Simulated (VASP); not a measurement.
# AlRu (Pm-3m) in VASP: further runs

The runs below take AlRu through single point, relaxation of cell and atoms, with r2SCAN.

Everything below comes from runs of VASP 6.6.1. Logs are shortened: lines on timing, memory, paths and dates and some standing lists are left out, and cuts for length are marked.

### 1 The cell of the first run

Symmetry: Pm-3m, No. 221, cubic system. The conventional cell has a = 2.983 Å, b = 2.983 Å, c = 2.983 Å, α = 90.00°, β = 90.00°, γ = 90.00°. Within 3.4 Å of Al (site symmetry m-3m) lie 8 Ru at 2.58 Å and 6 Al at 2.98 Å. Ru (site symmetry m-3m) has 8 Al at 2.58 Å and 6 Ru at 2.98 Å within 3.4 Å.

### 2 Single point, r2SCAN

POSCAR reads:

```
AlRu
1.0
    2.9826244060      0.0000000000      0.0000000000
    0.0000000000      2.9826244060      0.0000000000
    0.0000000000      0.0000000000      2.9826244060
Al Ru
1 1
Direct
    0.0000000000      0.0000000000      0.0000000000
    0.5000000000      0.5000000000      0.5000000000
```

INCAR.step1 reads:

```
SYSTEM = AlRu
PREC = Accurate
ENCUT = 520
ISMEAR = 0
SIGMA = 0.1
LREAL = .False.
LASPH = .True.
NELM = 100
NBANDS = 16
GGA = PE
ALGO = Normal
EDIFF = 1E-4
LWAVE = .True.
LCHARG = .False.
```

INCAR.step2 reads:

```
SYSTEM = AlRu
PREC = Accurate
ENCUT = 520
EDIFF = 1E-6
ISMEAR = 0
SIGMA = 0.1
LREAL = .False.
LASPH = .True.
NELM = 100
ALGO = Normal
ISIF = 2
LWAVE = .False.
LCHARG = .True.
METAGGA = R2SCAN
LMIXTAU = .True.
LELF = .True.
LVHAR = .True.
NBANDS = 16
ISTART = 1
```

KPOINTS reads:

```
regular mesh
0
Gamma
  12 12 12
  0 0 0
```

Potentials or basis: VASP PAW PBE potentials, release 64 (Al, Ru_pv).

Run with:

```
cat potpaw_PBE.64/Al/POTCAR potpaw_PBE.64/Ru_pv/POTCAR > POTCAR
cp INCAR.step1 INCAR
mpirun -np 1 vasp_std > vasp.out
cp INCAR.step2 INCAR
mpirun -np 1 vasp_std > vasp.out
```

OUTCAR:

```text
SYSTEM = AlRu
   PREC = Accurate
   ENCUT = 520
   EDIFF = 1E-6
   ISMEAR = 0
   LREAL = .False.
   LASPH = .True.
   NELM = 100
   ISIF = 2
   METAGGA = R2SCAN
   ISTART = 1

 ion  position               nearest neighbor table
   1  0.000  0.000  0.000-   2 2.58   2 2.58   2 2.58   2 2.58   2 2.58   2 2.58   2 2.58   2 2.58

   2  0.500  0.500  0.500-   1 2.58   1 2.58   1 2.58   1 2.58   1 2.58   1 2.58   1 2.58   1 2.58

  LATTYP: Found a simple cubic cell.
 ALAT       =     2.9826244060

  Lattice vectors:

 A1 = (   2.9826244060,   0.0000000000,   0.0000000000)
 A2 = (   0.0000000000,   2.9826244060,   0.0000000000)
 A3 = (   0.0000000000,   0.0000000000,   2.9826244060)

Analysis of symmetry for initial positions (statically):
=====================================================================
 Subroutine PRICEL returns:
 Original cell was already a primitive cell.

 Routine SETGRP: Setting up the symmetry group for a
 simple cubic supercell.

 Subroutine GETGRP returns: Found 48 space group operations
 (whereof 48 operations were pure point group operations)
 out of a pool of 48 trial point group operations.

The static configuration has the point symmetry O_h .

Analysis of symmetry for dynamics (positions and initial velocities):
=====================================================================
 Subroutine PRICEL returns:
 Original cell was already a primitive cell.

 Routine SETGRP: Setting up the symmetry group for a
 simple cubic supercell.

 Subroutine GETGRP returns: Found 48 space group operations
 (whereof 48 operations were pure point group operations)
 out of a pool of 48 trial point group operations.

The dynamic configuration has the point symmetry O_h .

 Subroutine INISYM returns: Found 48 space group operations
 (whereof 48 operations are pure point group operations),
 and found     1 'primitive' translations

----------------------------------------------------------------------------------------

                                     Primitive cell

  volume of cell :      26.5336

  direct lattice vectors                    reciprocal lattice vectors
     2.982624406  0.000000000  0.000000000     0.335275202  0.000000000  0.000000000
     0.000000000  2.982624406  0.000000000     0.000000000  0.335275202  0.000000000
     0.000000000  0.000000000  2.982624406     0.000000000  0.000000000  0.335275202

  length of vectors
     2.982624406  2.982624406  2.982624406     0.335275202  0.335275202  0.335275202

  position of ions in fractional coordinates (direct lattice)
     0.000000000  0.000000000  0.000000000
     0.500000000  0.500000000  0.500000000

  ion indices of the primitive-cell ions
   primitive index   ion index
                 1           1
                 2           2

----------------------------------------------------------------------------------------

 KPOINTS: regular mesh

Automatic generation of k-mesh.
 Grid dimensions read from file:
 generate k-points for:   12   12   12

 Generating k-lattice:

  Cartesian coordinates                     Fractional coordinates (reciprocal lattice)
     0.027939600  0.000000000  0.000000000     0.083333333  0.000000000  0.000000000
     0.000000000  0.027939600  0.000000000     0.000000000  0.083333333  0.000000000
     0.000000000  0.000000000  0.027939600     0.000000000  0.000000000  0.083333333

  Length of vectors
     0.027939600  0.027939600  0.027939600

  Shift w.r.t. Gamma in fractional coordinates (k-lattice)
     0.000000000  0.000000000  0.000000000

 Subroutine IBZKPT returns following result:
 ===========================================

 Found     84 irreducible k-points:

 Following reciprocal coordinates:
            Coordinates               Weight
  0.000000  0.000000  0.000000      1.000000
  0.083333  0.000000  0.000000      6.000000
  0.166667  0.000000  0.000000      6.000000
  0.250000  0.000000  0.000000      6.000000
  0.333333  0.000000  0.000000      6.000000
  0.416667  0.000000  0.000000      6.000000
[... 16 lines left out ...]
  0.333333  0.333333  0.000000     12.000000
  0.416667  0.333333  0.000000     24.000000
 [... further k-points ...]
   k-points           NKPTS =     84   k-points in BZ     NKDIM =     84   number of bands    NBANDS=     16
   number of dos      NEDOS =    301   number of ions     NIONS =      2
   total plane-waves  NPLWV =  13824
   dimension x,y,z NGX =    24 NGY =   24 NGZ =   24
   dimension x,y,z NGXF=    48 NGYF=   48 NGZF=   48
   ions per type =               1   1
   NGX,Y,Z   is equivalent  to a cutoff of  13.38, 13.38, 13.38 a.u.
   NGXF,Y,Z  is equivalent  to a cutoff of  26.75, 26.75, 26.75 a.u.
 SYSTEM =  AlRu
   PREC   = accura    normal or accurate (medium, high low for compatibility)
   ISTART =      1    job   : 0-new  1-cont  2-samecut
   ICHARG =      0    charge: 1-file 2-atom 10-const
   ISPIN  =      1    spin polarized calculation?
   LNONCOLLINEAR =      F non collinear calculations
   LSORBIT =      F    spin-orbit coupling
   LASPH  =      T    aspherical Exc in radial PAW
   ENCUT  =  520.0 eV  38.22 Ry    6.18 a.u.   5.55  5.55  5.55*2*pi/ulx,y,z
   NELM   =    100;   NELMIN=  2; NELMDL=  0     # of ELM steps
   EDIFF  = 0.1E-05   stopping-criterion for ELM
   LREAL  =      F    real-space projection
   EDIFFG = 0.1E-04   stopping-criterion for IOM
   NSW    =      0    number of steps for IOM
   IBRION =     -1    ionic relax: 0-MD 1-quasi-New 2-CG
   NFREE  =      0    steps in history (QN), initial steepest desc. (CG)
   ISIF   =      2    stress and relaxation
   ISYM   =      2    0-nonsym 1-usesym 2-fastsym
   POTIM  = 0.5000    time-step for ionic-motion
   TEBEG  =    0.0;   TEEND  =   0.0 temperature during run
   PSTRESS=    0.0 pullay stress
   NELECT =      17.0000    total number of electrons
   NUPDOWN=      -1.0000    fix difference up-down
   EMIN   =  10.00;   EMAX   =-10.00  energy-range for DOS
   EFERMI =   0.00;   METHOD = LEGACY
   ISMEAR =     0;   SIGMA  =   0.10  broadening in eV -4-tet -1-fermi 0-gaus
   EFERMI_NEDOS =   21; number of points for ismear=-14 and -15
   IALGO  =     38    algorithm
   IMIX   =      4    mixing-type and parameters
     AMIX     =   0.40;   BMIX     =  1.00
     AMIX_MAG =   1.60;   BMIX_MAG =  1.00
  volume/ion in A,a.u.               =      13.27        89.53
  Fermi-wavevector in a.u.,A,eV,Ry     =   1.411321  2.667011 27.100464  1.991828
  Thomas-Fermi vector in A             =   2.533185
   LORBIT       =      0    0 simple, 1 ext, 2 COOP (PROOUT), +10 PAW based schemes
   METAGGA = R2SCAN    functional components
   LHFCALC =     F    Hartree Fock is set to
   AEXX    =    0.0000 exact exchange contribution
   IVDW    =     0    specifies the selected vdW correction
   LEPSILON=     F    determine dielectric tensor
   LRPA    =     F    only Hartree local field effects (RPA)
 non-spin polarized calculation
 Gauss-broadening in eV      SIGMA  =   0.10
  energy-cutoff  :      520.00
  volume of cell :       26.53
 maximum number of plane-waves:       739
 NGX is ok and might be reduce to    24
   NGX = 11   NGY = 11   NGZ = 11

 number of electron      16.9999996 magnetization

 Free energy of the ion-electron system (eV)
  ---------------------------------------------------
  ext. energy  EPLUGINS =         0.00000000
  ---------------------------------------------------
  free energy    TOTEN  =       -33.61868443 eV

  energy without entropy =      -33.61191175  energy(sigma->0) =      -33.61529809

 E-fermi :  10.6773     XC(G=0): -13.6679

 val. band max:       10.6656904094   @ k =   0.0833   0.0833   0.0000
 cond. band min:      10.6830257369   @ k =   0.2500   0.0833   0.0833
 fundamental gap:      0.0173353275
 Fermi energy:        10.6772708099

 k-point     1 :       0.0000    0.0000    0.0000
  band No.  band energies     occupation
      1     -32.3867      2.00000
      2     -32.3867      2.00000
      3     -32.3867      2.00000
      4       0.4677      2.00000
      5       6.9586      2.00000
      6       6.9586      2.00000
[... 8 lines left out ...]
     15      22.2170      0.00000
     16      27.3476      0.00000

 k-point     2 :       0.0833    0.0000    0.0000
  band No.  band energies     occupation
      1     -32.4030      2.00000
      2     -32.3853      2.00000
      3     -32.3853      2.00000
      4       0.6102      2.00000
      5       7.0050      2.00000
      6       7.0102      2.00000
[... 8 lines left out ...]
     15      22.7748      0.00000
     16      27.7709      0.00000

 k-point     3 :       0.1667    0.0000    0.0000
  band No.  band energies     occupation
      1     -32.4472      2.00000
      2     -32.3815      2.00000
      3     -32.3815      2.00000
      4       1.0282      2.00000
      5       7.0892      2.00000
      6       7.1560      2.00000
[... 8 lines left out ...]
     15      23.6915      0.00000
     16      29.0900      0.00000

 k-point     4 :       0.2500    0.0000    0.0000
  band No.  band energies     occupation
      1     -32.5073      2.00000
      2     -32.3763      2.00000
      3     -32.3763      2.00000
      4       1.6955      2.00000
      5       7.0415      2.00000
      6       7.3680      2.00000
[... 8 lines left out ...]
     15      24.3573      0.00000
     16      28.2140      0.00000
[... 324 lines left out ...]
 k-point    22 :       0.5000    0.2500    0.0000
  band No.  band energies     occupation
      1     -32.6103      2.00000
      2     -32.4811      2.00000
      3     -32.3554      2.00000
      4       4.6865      2.00000
      5       5.7540      2.00000
      6       8.4785      2.00000
[... 8 lines left out ...]
     15      23.2669      0.00000
     16      25.1733      0.00000

 k-point    23 :       0.3333    0.3333    0.0000
  band No.  band energies     occupation
      1     -32.5475      2.00000
      2     -32.5430      2.00000
      3     -32.3553      2.00000
      4       3.9817      2.00000
      5       6.6262      2.00000
      6       8.4132      2.00000
[... 8 lines left out ...]
     15      24.1357      0.00000
     16      26.4239      0.00000

 k-point    24 :       0.4167    0.3333    0.0000
  band No.  band energies     occupation
      1     -32.5872      2.00000
      2     -32.5399      2.00000
      3     -32.3515      2.00000
      4       4.3695      2.00000
      5       6.5502      2.00000
      6       8.6860      2.00000
[... 8 lines left out ...]
     15      23.9141      0.00000
     16      26.7678      0.00000

 [... further k-points ...]

------------------------ aborting loop because EDIFF is reached ----------------------------------------

  FORCE on cell =-STRESS in cart. coord.  units (eV):
  Direction    XX          YY          ZZ          XY          YZ          ZX
  --------------------------------------------------------------------------------------
  -------------------------------------------------------------------------------------
  Total       -0.0106847     -0.0106847     -0.0106847      0.0000000      0.0000000      0.0000000
  in kB       -0.6451729     -0.6451729     -0.6451729      0.0000000      0.0000000      0.0000000
  external PRESSURE =      -0.6451729 kB  Pullay stress =       0.0000000 kB

 VOLUME and BASIS-vectors are now :
 -----------------------------------------------------------------------------
  energy-cutoff  :      520.00
  volume of cell :       26.53
      direct lattice vectors                 reciprocal lattice vectors
     2.982624406  0.000000000  0.000000000     0.335275202  0.000000000  0.000000000
     0.000000000  2.982624406  0.000000000     0.000000000  0.335275202  0.000000000
     0.000000000  0.000000000  2.982624406     0.000000000  0.000000000  0.335275202

 POSITION                                       TOTAL-FORCE (eV/Angst)
 -----------------------------------------------------------------------------------
      0.00000      0.00000      0.00000         0.000000      0.000000      0.000000
      1.49131      1.49131      1.49131         0.000000      0.000000      0.000000
 -----------------------------------------------------------------------------------
    total drift:                                0.000000     -0.000000     -0.000000

  FREE ENERGIE OF THE ION-ELECTRON SYSTEM (eV)
  ---------------------------------------------------
  free  energy   TOTEN  =       -33.6186844274 eV

  energy  without entropy=      -33.6119117470  energy(sigma->0) =      -33.61529809
```

Run time: 2.1 min. Hardware: 1 thread of Intel Xeon 8259CL, shared host; peak memory 0.17 GiB.

What came out:

```
Free energy            : -33.6187 eV
Pressure               : -0.1 GPa
Band gap on the k mesh : zero (an odd number of electrons rules out a gap without spin polarisation)
```

Levels at points of the mesh, in eV from the Fermi level:
```tsv
k point	band 6	band 7	band 8	band 9	band 10	band 11	band 12	band 13
(0.00, 0.00, 0.00)	-3.72	0.19	0.19	0.19	6.58	6.58	6.58	10.37
(0.50, 0.00, 0.00)	-2.83	-1.69	-1.69	0.46	2.56	7.75	10.37	11.68
(0.50, 0.50, 0.00)	-1.47	-1.47	-1.25	-1.25	1.76	5.73	6.87	10.37
(0.50, 0.50, 0.50)	-4.95	1.86	1.86	3.27	4.36	4.36	4.36	9.07
```

Caveat: the PAW data sets were made with another functional, which shifts forces and pressure a little.

(Part 1 of 2 ends here.)
